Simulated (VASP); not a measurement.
A run of VASP 6.6.1 is set up as follows.

INCAR

```
ALGO = Normal ; EDIFF = 1E-6
ENCUT = 520 ; GGA = PS
ISIF = 2 ; ISMEAR = 0
LASPH = T ; LCHARG = F
LREAL = F ; LWAVE = F
NBANDS = 34 ; NELM = 60
PREC = Accurate ; SIGMA = 0.1
```

Contents of KPOINTS:

```
k-points
0
Gamma
  6 6 2
```

POSCAR

```
Nb
1.0
    2.8052217306      0.0000000000      0.0000000000
   -1.4026108653      2.4293932820      0.0000000000
    0.0000000000      0.0000000000     10.5070719009
Nb
4
Direct
    0.0000000000      0.0000000000      0.0000000000
    0.0000000000      0.0000000000      0.5000000000
    0.3333333333      0.6666666667      0.7500000000
    0.6666666667      0.3333333333      0.2500000000
```

Potentials or basis: VASP PAW PBE potentials, release 64 (Nb_sv).

Run with:

```bash
$ cat potpaw_PBE.64/Nb_sv/POTCAR > POTCAR
$ mpirun -np 1 vasp_std > vasp.out
```

Question: What does it give for the pressure?

Answer: -0.4 GPa.

Question: Estimate the band gap on the k mesh.

Answer: Zero (band 26 reaches 12.56 eV, above the bottom of band 27 at 11.04 eV).

Stress tensor (GPa, compression positive):
```
-0.32  0.00  0.00
 0.00 -0.32  0.00
 0.00  0.00 -0.48
```

Caveat: the k points lie up to 0.43 Å⁻¹ apart; the PAW data sets were made with another functional, which shifts forces and pressure a little.
